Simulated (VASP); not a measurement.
The system is Se.

```
Se
1.0
     4.36620    0.00000    0.00000
    -2.18310    3.78124    0.00000
     0.00000    0.00000    4.95360
Se
3
Direct
  0.77460 0.77460 0.00000
  0.00000 0.22540 0.66667
  0.22540 0.00000 0.33333
```

```yaml
Program: VASP 6.6.1
Task: relaxation of cell and atoms
Functional: PBEsol
Potentials_or_basis: VASP PAW PBE potentials, release 64 (Se)
Cutoff: 600 eV
k_mesh: 7 × 7 × 6
Occupations: fermi-dirac, width 0.05 eV
Spin: no spin polarisation
```

At the start: pressure 0.4 GPa; volume 27.26 Å³/atom.

Task: Where does the relaxation end?

Result: Over 13 steps the energy falls by 25.1 meV/atom and the volume is 24.12 Å³/atom (-11.5 %); space group P3_121 (No. 152, to 0.05 Å).

Step by step:
| step | energy change (eV) | largest force (eV/Å) | pressure (GPa) | volume (Å³) |
| --- | --- | --- | --- | --- |
| 1 | 0.0000 | 0.3326 | 0.36 | 81.78 |
| 2 | -0.0099 | 0.0105 | -1.33 | 82.50 |
| 3 | -0.0102 | 0.0360 | -1.09 | 82.40 |
| 4 | -0.0238 | 0.0424 | -1.00 | 80.98 |
| 5 | -0.0574 | 0.0792 | -0.41 | 76.77 |
| 6 | -0.0532 | 0.1875 | 2.58 | 68.58 |
| 7 | -0.0709 | 0.1467 | 0.62 | 73.24 |
| 8 | -0.0713 | 0.1576 | 0.96 | 72.24 |
| 9 | -0.0749 | 0.0215 | -0.02 | 71.78 |
| 10 | -0.0752 | 0.0165 | 0.19 | 71.88 |
| 11 | -0.0752 | 0.0139 | 0.18 | 71.88 |
| 12 | -0.0754 | 0.0068 | 0.07 | 72.14 |
| 13 | -0.0754 | 0.0006 | -0.03 | 72.37 |

Final structure:
```yaml
crystal:
  lattice:
    - [4.03495, 0.00000, 0.00000]
    - [-2.01748, 3.49437, 0.00000]
    - [0.00000, 0.00000, 5.13254]
  atoms:
    - { symbol: Se, position: [0.75075, 0.75075, 0.00000] }
    - { symbol: Se, position: [0.00000, 0.24925, 0.66667] }
    - { symbol: Se, position: [0.24925, 0.00000, 0.33333] }
```

Caveat: the PAW data sets were made with another functional, which shifts forces and pressure a little; the volume moved by -12 % from the deposited cell, more than functionals usually miss.
